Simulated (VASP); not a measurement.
# Si (Fd-3m) in VASP: notebook

Runs on Si. Level: LDA. Tasks: single point.

Program: VASP 6.6.1. These are calculated values, not measurements. Logs are shortened: lines on timing, memory, paths and dates and some standing lists are left out, and cuts for length are marked.

## 1. The cell of the first run

Symmetry: Fd-3m, No. 227, cubic system. The conventional cell has a = 5.176 Å, b = 5.176 Å, c = 5.176 Å, α = 90.00°, β = 90.00°, γ = 90.00°. Si (site symmetry -43m) has 4 Si at 2.24 Å within 3.0 Å.

## 2. Single point, LDA (volume 17.336 Å^3 an atom, c/a of the conventional cell 1.0000)

INCAR

```
SYSTEM = Si
  ALGO = Normal
  EDIFF = 1E-7
  ENCUT = 520
  ISIF = 2
  ISMEAR = 0
  LASPH = .TRUE.
  LCHARG = .FALSE.
  LREAL = .FALSE.
  LWAVE = .FALSE.
  NBANDS = 11
  NELM = 80
  PREC = Accurate
  SIGMA = 0.05
```

KPOINTS

```
k-points
0
G
  12 12 12
  0 0 0
```

POSCAR

```
Si
1.0
    0.0000000000      2.5881114023      2.5881114023
    2.5881114023      0.0000000000      2.5881114023
    2.5881114023      2.5881114023      0.0000000000
Si
2
Direct
    0.5000000000      0.5000000000      0.5000000000
    0.7500000000      0.7500000000      0.7500000000
```

Potentials or basis: VASP PAW LDA potentials, release 64 (Si).

Command:

```
$ cat potpaw_LDA.64/Si/POTCAR > POTCAR
$ mpirun -np 1 vasp_std > vasp.out
```

OUTCAR:

```text
SYSTEM = Si
   EDIFF = 1E-7
   ENCUT = 520
   ISIF = 2
   ISMEAR = 0
   LASPH = .TRUE.
   LREAL = .FALSE.
   NELM = 80
   PREC = Accurate

 ion  position               nearest neighbor table
   1  0.500  0.500  0.500-   2 2.24   2 2.24   2 2.24   2 2.24
   2  0.750  0.750  0.750-   1 2.24   1 2.24   1 2.24   1 2.24

  LATTYP: Found a face centered cubic cell.
 ALAT       =     5.1762228046

  Lattice vectors:

 A1 = (   0.0000000000,   2.5881114023,   2.5881114023)
 A2 = (   2.5881114023,   0.0000000000,   2.5881114023)
 A3 = (   2.5881114023,   2.5881114023,   0.0000000000)

Analysis of symmetry for initial positions (statically):
=====================================================================
 Subroutine PRICEL returns:
 Original cell was already a primitive cell.

 Routine SETGRP: Setting up the symmetry group for a
 face centered cubic supercell.

 Subroutine GETGRP returns: Found 48 space group operations
 (whereof 24 operations were pure point group operations)
 out of a pool of 48 trial point group operations.

The static configuration has the point symmetry T_d .
 The point group associated with its full space group is O_h .

Analysis of symmetry for dynamics (positions and initial velocities):
=====================================================================
 Subroutine PRICEL returns:
 Original cell was already a primitive cell.

 Routine SETGRP: Setting up the symmetry group for a
 face centered cubic supercell.

 Subroutine GETGRP returns: Found 48 space group operations
 (whereof 24 operations were pure point group operations)
 out of a pool of 48 trial point group operations.

The dynamic configuration has the point symmetry T_d .
 The point group associated with its full space group is O_h .

 Subroutine INISYM returns: Found 48 space group operations
 (whereof 24 operations are pure point group operations),
 and found     1 'primitive' translations

----------------------------------------------------------------------------------------

                                     Primitive cell

  volume of cell :      34.6720

  direct lattice vectors                    reciprocal lattice vectors
     0.000000000  2.588111402  2.588111402    -0.193191066  0.193191066  0.193191066
     2.588111402  0.000000000  2.588111402     0.193191066 -0.193191066  0.193191066
     2.588111402  2.588111402  0.000000000     0.193191066  0.193191066 -0.193191066

  length of vectors
     3.660142246  3.660142246  3.660142246     0.334616741  0.334616741  0.334616741

  position of ions in fractional coordinates (direct lattice)
     0.500000000  0.500000000  0.500000000
     0.750000000  0.750000000  0.750000000

  ion indices of the primitive-cell ions
   primitive index   ion index
                 1           1
                 2           2

----------------------------------------------------------------------------------------

 KPOINTS: k-points

Automatic generation of k-mesh.
 Grid dimensions read from file:
 generate k-points for:   12   12   12

 Generating k-lattice:

  Cartesian coordinates                     Fractional coordinates (reciprocal lattice)
    -0.016099255  0.016099255  0.016099255     0.083333333  0.000000000  0.000000000
     0.016099255 -0.016099255  0.016099255     0.000000000  0.083333333  0.000000000
     0.016099255  0.016099255 -0.016099255     0.000000000  0.000000000  0.083333333

  Length of vectors
     0.027884728  0.027884728  0.027884728

  Shift w.r.t. Gamma in fractional coordinates (k-lattice)
     0.000000000  0.000000000  0.000000000

 Subroutine IBZKPT returns following result:
 ===========================================

 Found     72 irreducible k-points:

 Following reciprocal coordinates:
            Coordinates               Weight
  0.000000  0.000000  0.000000      1.000000
  0.083333  0.000000  0.000000      8.000000
  0.166667  0.000000  0.000000      8.000000
  0.250000  0.000000  0.000000      8.000000
  0.333333  0.000000  0.000000      8.000000
  0.416667  0.000000  0.000000      8.000000
[... 16 lines left out ...]
  0.500000  0.166667  0.000000     24.000000
 -0.416667  0.166667  0.000000     24.000000
 [... further k-points ...]
   k-points           NKPTS =     72   k-points in BZ     NKDIM =     72   number of bands    NBANDS=     11
   number of dos      NEDOS =    301   number of ions     NIONS =      2
   total plane-waves  NPLWV =  21952
   dimension x,y,z NGX =    28 NGY =   28 NGZ =   28
   dimension x,y,z NGXF=    56 NGYF=   56 NGZF=   56
   ions per type =               2
   NGX,Y,Z   is equivalent  to a cutoff of  12.72, 12.72, 12.72 a.u.
   NGXF,Y,Z  is equivalent  to a cutoff of  25.44, 25.44, 25.44 a.u.
 SYSTEM =  Si
   PREC   = accura    normal or accurate (medium, high low for compatibility)
   ISTART =      0    job   : 0-new  1-cont  2-samecut
   ICHARG =      2    charge: 1-file 2-atom 10-const
   ISPIN  =      1    spin polarized calculation?
   LNONCOLLINEAR =      F non collinear calculations
   LSORBIT =      F    spin-orbit coupling
   LASPH  =      T    aspherical Exc in radial PAW
   ENCUT  =  520.0 eV  38.22 Ry    6.18 a.u.   6.81  6.81  6.81*2*pi/ulx,y,z
   NELM   =     80;   NELMIN=  2; NELMDL= -5     # of ELM steps
   EDIFF  = 0.1E-06   stopping-criterion for ELM
   LREAL  =      F    real-space projection
   EDIFFG = 0.1E-05   stopping-criterion for IOM
   NSW    =      0    number of steps for IOM
   IBRION =     -1    ionic relax: 0-MD 1-quasi-New 2-CG
   NFREE  =      0    steps in history (QN), initial steepest desc. (CG)
   ISIF   =      2    stress and relaxation
   ISYM   =      2    0-nonsym 1-usesym 2-fastsym
   POTIM  = 0.5000    time-step for ionic-motion
   TEBEG  =    0.0;   TEEND  =   0.0 temperature during run
   PSTRESS=    0.0 pullay stress
   NELECT =       8.0000    total number of electrons
   NUPDOWN=      -1.0000    fix difference up-down
   EMIN   =  10.00;   EMAX   =-10.00  energy-range for DOS
   EFERMI =   0.00;   METHOD = LEGACY
   ISMEAR =     0;   SIGMA  =   0.05  broadening in eV -4-tet -1-fermi 0-gaus
   EFERMI_NEDOS =   21; number of points for ismear=-14 and -15
   IALGO  =     38    algorithm
   IMIX   =      4    mixing-type and parameters
     AMIX     =   0.40;   BMIX     =  1.00
     AMIX_MAG =   1.60;   BMIX_MAG =  1.00
  volume/ion in A,a.u.               =      17.34       116.99
  Fermi-wavevector in a.u.,A,eV,Ry     =   1.004104  1.897481 13.717721  1.008224
  Thomas-Fermi vector in A             =   2.136698
   LORBIT       =      0    0 simple, 1 ext, 2 COOP (PROOUT), +10 PAW based schemes
   GGA     = CA    functional components
   LHFCALC =     F    Hartree Fock is set to
   AEXX    =    0.0000 exact exchange contribution
   IVDW    =     0    specifies the selected vdW correction
   LEPSILON=     F    determine dielectric tensor
   LRPA    =     F    only Hartree local field effects (RPA)
 non-spin polarized calculation
 Gauss-broadening in eV      SIGMA  =   0.05
  energy-cutoff  :      520.00
  volume of cell :       34.67
 maximum number of plane-waves:       950
   NGX = 13   NGY = 13   NGZ = 13

 number of electron       8.0000000 magnetization

 Free energy of the ion-electron system (eV)
  ---------------------------------------------------
  ext. energy  EPLUGINS =         0.00000000
  ---------------------------------------------------
  free energy    TOTEN  =       -11.70327162 eV

  energy without entropy =      -11.70326837  energy(sigma->0) =      -11.70327000

 E-fermi :   7.4308     XC(G=0): -10.1575

 val. band max:        7.3380862925   @ k =   0.0000   0.0000   0.0000
 cond. band min:       7.5316482039   @ k =   0.4167   0.4167   0.0000
 fundamental gap:      0.1935619114
 Fermi energy:         7.4308369048

 k-point     1 :       0.0000    0.0000    0.0000
  band No.  band energies     occupation
      1      -5.6643      2.00000
      2       7.3381      1.99129
      3       7.3381      1.99129
      4       7.3381      1.99129
      5       9.9114      0.00000
      6       9.9114      0.00000
      7       9.9114      0.00000
      8      12.2730      0.00000
      9      15.1247      0.00000
     10      15.1247      0.00000
     11      15.6627      0.00000

 k-point     2 :       0.0833    0.0000    0.0000
  band No.  band energies     occupation
      1      -5.5616      2.00000
      2       6.4424      2.00000
      3       7.1705      2.00000
      4       7.1705      2.00000
      5      10.1013      0.00000
      6      10.1571      0.00000
      7      10.1571      0.00000
      8      12.7863      0.00000
      9      14.8097      0.00000
     10      14.8097      0.00000
     11      16.0972      0.00000

 k-point     3 :       0.1667    0.0000    0.0000
  band No.  band energies     occupation
      1      -5.2560      2.00000
      2       4.7963      2.00000
      3       6.8240      2.00000
      4       6.8240      2.00000
      5      10.0153      0.00000
      6      10.6403      0.00000
      7      10.6403      0.00000
      8      14.0330      0.00000
      9      14.3896      0.00000
     10      14.3896      0.00000
     11      16.8513      0.00000

 k-point     4 :       0.2500    0.0000    0.0000
  band No.  band energies     occupation
      1      -4.7575      2.00000
      2       3.0910      2.00000
      3       6.4848      2.00000
      4       6.4848      2.00000
      5       9.7486      0.00000
      6      10.9006      0.00000
      7      10.9006      0.00000
      8      14.5547      0.00000
      9      14.5547      0.00000
     10      15.2635      0.00000
     11      16.7480      0.00000
[... 239 lines left out ...]
 k-point    22 :       0.4167    0.1667    0.0000
  band No.  band energies     occupation
      1      -3.4883      2.00000
      2       1.2180      2.00000
      3       4.6450      2.00000
      4       5.2532      2.00000
      5       9.2022      0.00000
      6      11.8749      0.00000
      7      12.3566      0.00000
      8      12.6323      0.00000
      9      17.5491      0.00000
     10      17.9320      0.00000
     11      19.4951      0.00000

 k-point    23 :       0.5000    0.1667    0.0000
  band No.  band energies     occupation
      1      -2.7856      2.00000
      2       0.1169      2.00000
      3       4.2522      2.00000
      4       5.3247      2.00000
      5       9.2488      0.00000
      6      11.7648      0.00000
      7      12.0101      0.00000
      8      14.1029      0.00000
      9      17.1093      0.00000
     10      18.2350      0.00000
     11      19.9676      0.00000

 k-point    24 :      -0.4167    0.1667    0.0000
  band No.  band energies     occupation
      1      -2.6385      2.00000
      2      -0.0823      2.00000
      3       3.9955      2.00000
      4       5.5427      2.00000
      5       9.4534      0.00000
      6      11.6901      0.00000
      7      11.7511      0.00000
      8      15.7917      0.00000
      9      16.4076      0.00000
     10      16.4267      0.00000
     11      19.1430      0.00000

 [... further k-points ...]
[... 5 lines left out ...]
  --------------------------------------------------------------------------------------
  -------------------------------------------------------------------------------------
  Total        3.5157564      3.5157564      3.5157564      0.0000000      0.0000000     -0.0000000
  in kB      162.4615029    162.4615029    162.4615029      0.0000000      0.0000000     -0.0000000
  external PRESSURE =     162.4615029 kB  Pullay stress =       0.0000000 kB

 VOLUME and BASIS-vectors are now :
 -----------------------------------------------------------------------------
  energy-cutoff  :      520.00
  volume of cell :       34.67
      direct lattice vectors                 reciprocal lattice vectors
     0.000000000  2.588111402  2.588111402    -0.193191066  0.193191066  0.193191066
     2.588111402  0.000000000  2.588111402     0.193191066 -0.193191066  0.193191066
     2.588111402  2.588111402  0.000000000     0.193191066  0.193191066 -0.193191066

 POSITION                                       TOTAL-FORCE (eV/Angst)
 -----------------------------------------------------------------------------------
      2.58811      2.58811      2.58811        -0.000000     -0.000000     -0.000000
      3.88217      3.88217      3.88217         0.000000      0.000000      0.000000
 -----------------------------------------------------------------------------------
    total drift:                                0.000000      0.000000     -0.000000

  FREE ENERGIE OF THE ION-ELECTRON SYSTEM (eV)
  ---------------------------------------------------
  free  energy   TOTEN  =       -11.7032716234 eV

  energy  without entropy=      -11.7032683739  energy(sigma->0) =      -11.70327000
```

It took 11 s on 1 thread of Intel Xeon Platinum 8559C (Emerald Rapids), shared host; peak memory 0.14 GiB.

What came out:

| Item | Value |
| --- | --- |
| Free energy | -11.7033 eV |
| Pressure | 16.2 GPa |
| Band gap on the k mesh | 0.19 eV, indirect (least direct gap 2.57 eV) |

 A k mesh can miss the band edges.

## 3. Single point, LDA (volume 17.809 Å^3 an atom, c/a of the conventional cell 1.0000)

INCAR

```
PREC     = Accurate       # precision mode
ENCUT    = 520            # plane-wave cutoff, eV
EDIFF    = 1E-7           # SCF threshold, eV
ISMEAR   = 0              # smearing method
SIGMA    = 0.05           # smearing width, eV
LREAL    = F              # projectors in reciprocal space
LASPH    = T              # aspherical terms in the spheres
NELM     = 100            # most SCF steps
ALGO     = Normal         # electronic algorithm
ISIF     = 2              # what is computed and relaxed
LWAVE    = F              # write WAVECAR
LCHARG   = F              # write CHGCAR
NBANDS   = 11             # bands
```

KPOINTS

```
regular mesh
0
Gamma
  12 12 12
```

POSCAR

```
Si
1.0
    0.0000000000      2.6114387530      2.6114387530
    2.6114387530      0.0000000000      2.6114387530
    2.6114387530      2.6114387530      0.0000000000
Si
2
Direct
    0.5000000000      0.5000000000      0.5000000000
    0.7500000000      0.7500000000      0.7500000000
```

Potentials or basis: VASP PAW LDA potentials, release 64 (Si).

Command:

```
$ cat potpaw_LDA.64/Si/POTCAR > POTCAR
$ mpirun -np 1 vasp_std > vasp.out
```

Run time: 11 s. Hardware: 1 thread of Intel Xeon Platinum 8559C (Emerald Rapids), shared host; peak memory 0.14 GiB.

The run converged. Its results:

```yaml
Free_energy: -11.7870 eV
Pressure: 12.2 GPa
Band_gap_on_the_k_mesh: 0.25 eV, indirect (least direct gap 2.57 eV)
```

Levels at points of the mesh, in eV from the valence-band top:
| k point | band 2 | band 3 | band 4 | band 5 | band 6 | band 7 |
| --- | --- | --- | --- | --- | --- | --- |
| (0.00, 0.00, 0.00) | 0.00 | 0.00 | 0.00 | 2.57 | 2.57 | 2.57 |
| (0.50, 0.00, 0.00) | -7.58 | -1.30 | -1.30 | 1.85 | 3.22 | 3.22 |
| (0.50, 0.50, 0.00) | -8.21 | -3.17 | -3.17 | 0.36 | 0.36 | 11.01 |

 A k mesh can miss the band edges.
